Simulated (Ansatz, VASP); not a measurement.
GaN in VASP and in Ansatz

The input INCAR:

```
PREC = Accurate ; ENCUT = 600
EDIFF = 1E-6 ; ISMEAR = -5
SIGMA = 0.05 ; LREAL = F
LASPH = T ; NELM = 120
ALGO = Normal ; ISIF = 2
LWAVE = F ; LCHARG = F
GGA = PS ; NBANDS = 16
GGA_COMPAT = F
```

KPOINTS

```
regular mesh
0
Gamma
  10 10 10
```

Contents of POSCAR:

```
GaN
1.0
    0.0000000000      2.1181516398      2.1181516398
    2.1181516398      0.0000000000      2.1181516398
    2.1181516398      2.1181516398      0.0000000000
Ga N
1 1
Direct
    0.0000000000      0.0000000000      0.0000000000
    0.7500000000      0.7500000000      0.7500000000
```

Input for Ansatz:

```yaml
crystal:
  lattice:
    - [0.0, 2.1181516398, 2.1181516398]
    - [2.1181516398, 0.0, 2.1181516398]
    - [2.1181516398, 2.1181516398, 0.0]
  atoms:
    - { symbol: Ga, position: [0.0, 0.0, 0.0] }
    - { symbol: "N", position: [0.75, 0.75, 0.75] }
basis:
  ecutwfc: 420
kpoints:
  mp_grid: { grid: [10, 10, 10] }
hamiltonian:
  xc: pbesol
scf:
  occupations: { method: tetrahedron }
output:
  forces: true
  eigenvalues: true
  stress: true
```

Alike in both runs: task single point; functional PBEsol; k mesh 10 × 10 × 10; occupations tetrahedron; no spin polarisation.

|  | VASP | Ansatz |
| --- | --- | --- |
| version | VASP 6.6.1 | Ansatz 0.2.0 |
| potentials or method | VASP PAW PBE potentials, release 64 (Ga_d, N), cutoff 600 eV | scalar-relativistic, plane waves, PAW |
| valence electrons in the cell | 18 | 18 |

Ansatz gave:

| Item | Value |
| --- | --- |
| gap on the k mesh at the Fermi level (eV) | 2.83 |

Question: Estimate VASP's values.

Answer: gap on the k mesh at the Fermi level (eV): 2.86.

VASP's potentials were made for PBE, not for PBEsol. Ansatz's warnings: band table not solved further, tetrahedron derivatives may miss energy slope.
